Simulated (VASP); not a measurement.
Here is a VASP 6.6.1 calculation.

The input INCAR:

```
SYSTEM = Fe
ALGO = Normal ; EDIFF = 1E-6
ENCUT = 520 ; GGA = PE
ISIF = 2 ; ISMEAR = 0
ISPIN = 2 ; LASPH = .TRUE.
LCHARG = .FALSE. ; LMAXMIX = 4
LORBIT = 11 ; LREAL = .FALSE.
LWAVE = .FALSE. ; MAGMOM = 2.44
NBANDS = 14 ; NELM = 150
PREC = Accurate ; SIGMA = 0.15
```

File KPOINTS:

```
k-points
0
G
  12 12 12
  0 0 0
```

The input POSCAR:

```
Fe
1.0
   -1.2700322411      1.2700322411      1.7125114740
    1.2700322411     -1.2700322411      1.7125114740
    1.2700322411      1.2700322411     -1.7125114740
Fe
1
Direct
    0.0000000000      0.0000000000      0.0000000000
```

Potentials or basis: VASP PAW PBE potentials, release 64 (Fe).

Command:

```bash
$ cat potpaw_PBE.64/Fe/POTCAR > POTCAR
$ mpirun -np 1 vasp_std > vasp.out
```

Problem. Predict the site moments.

Solution. Fe +1.40 μB.

Problem. What does it give for the pressure?

Solution. -5.7 GPa.

Problem. What does it give for the net moment?

Solution. 1.41 μB per cell.

Stress tensor (GPa, compression positive):
```
-7.21  0.00  0.00
 0.00 -7.21  0.00
 0.00  0.00 -2.77
```
